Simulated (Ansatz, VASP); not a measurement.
**Mo4HS8: VASP beside Ansatz**

Contents of INCAR:

```
PREC = Accurate
ENCUT = 520
EDIFF = 1E-6
ISMEAR = 0
SIGMA = 0.05
LREAL = F
LASPH = T
NELM = 80
ALGO = Fast
ISIF = 2
LWAVE = F
LCHARG = F
LDIPOL = T
IDIPOL = 3
DIPOL = 0.5 0.5 0.500
GGA = PE
IVDW = 12
NBANDS = 64
```

Contents of KPOINTS:

```
Automatic mesh
0
Gamma
  12 12 1
```

The input POSCAR:

```
Mo4HS8
1.0
    6.3091220096     -0.0000000057      0.0000000000
   -3.1545609999      5.4638599388      0.0000000000
    0.0000000000      0.0000000000     23.4354671976
S Mo H
8 4 1
Direct
    0.3339186304      0.1660813696      0.4276812989
    0.3339186304      0.6678372608      0.4276812989
    0.8321627392      0.1660813696      0.4276812989
    0.8333333333      0.6666666667      0.4234804461
    0.3408973924      0.1591026076      0.5606635223
    0.3408973924      0.6817947847      0.5606635223
    0.8182052153      0.1591026076      0.5606635223
    0.8333333333      0.6666666667      0.5635532488
    0.1666666667      0.3333333333      0.4946271713
    0.1521212967      0.8260606484      0.4937540960
    0.6739393516      0.3478787033      0.4937540960
    0.6739393516      0.8260606484      0.4937540960
    0.1666666667      0.3333333333      0.5685288719
```

Input for Ansatz:

```yaml
crystal:
  lattice:
    - [6.3091220096, -5.7e-09, 0.0]
    - [-3.1545609999, 5.4638599388, 0.0]
    - [0.0, 0.0, 23.4354671976]
  atoms:
    - { symbol: S, position: [0.3339186304, 0.1660813696, 0.4276812989] }
    - { symbol: S, position: [0.3339186304, 0.6678372608, 0.4276812989] }
    - { symbol: S, position: [0.8321627392, 0.1660813696, 0.4276812989] }
    - { symbol: S, position: [0.8333333333, 0.6666666667, 0.4234804461] }
    - { symbol: Mo, position: [0.1666666667, 0.3333333333, 0.4946271713] }
    - { symbol: Mo, position: [0.1521212967, 0.8260606484, 0.493754096] }
    - { symbol: Mo, position: [0.6739393516, 0.3478787033, 0.493754096] }
    - { symbol: Mo, position: [0.6739393516, 0.8260606484, 0.493754096] }
    - { symbol: S, position: [0.3408973924, 0.1591026076, 0.5606635223] }
    - { symbol: S, position: [0.3408973924, 0.6817947847, 0.5606635223] }
    - { symbol: S, position: [0.8182052153, 0.1591026076, 0.5606635223] }
    - { symbol: S, position: [0.8333333333, 0.6666666667, 0.5635532488] }
    - { symbol: H, position: [0.1666666667, 0.3333333333, 0.5685288719] }
basis:
  ecutwfc: 600.0
  fft_grid_basis: typed
kpoints:
  mp_grid: { grid: [12, 12, 1] }
hamiltonian:
  xc: pbe
  dispersion: d3bj
  pseudopotentials: { kind: paw }
scf:
  occupations: { method: gaussian, width: 0.05 }
output:
  forces: true
  eigenvalues: true
  band_densities:
    - { e_range: [-2.0, -1.0] }
    - { e_range: [-1.0, -0.5] }
    - { e_range: [-0.5, -0.25] }
    - { e_range: [-0.25, 0.0] }
    - { e_range: [0.0, 0.25] }
    - { e_range: [0.25, 0.5] }
    - { e_range: [0.5, 1.0] }
    - { e_range: [1.0, 1.5] }
  band_residual_tolerance: 1.0e-05
  write_potential: true
  elf: true
  write_density: true
  volumetric_format: npy
efield:
  axis: 3
  dipole_correction: true
  ramp_width: 0.04
checkpoint:
  read: start.run
  write: ck
  compress: false
  write_wavefunctions: false
  write_every: 100000
```

Alike in both runs: task single point; functional PBE; dispersion D3(BJ); k mesh 12 × 12 × 1; occupations gaussian, width 0.05 eV; no spin polarisation.

|  | VASP | Ansatz |
| --- | --- | --- |
| version | VASP 6.6.1 | Ansatz 0.2.0 |
| potentials or method | VASP PAW PBE potentials, release 64 (S, Mo_sv, H), cutoff 520 eV | scalar-relativistic, plane waves, PAW |
| valence electrons in the cell | 105 | 105 |

Ansatz gave:

| Item | Value |
| --- | --- |
| gap on the k mesh at the Fermi level (eV) | none |
| rms of the force components (eV/Å) | 0.015 |

Question: What did VASP give for the same quantities?

Answer: gap on the k mesh at the Fermi level (eV): none; rms of the force components (eV/Å): 0.017.

A gap of «none» marks a metal or a gap that the smearing closes. Ansatz's warnings: xc potential rough in thin density.
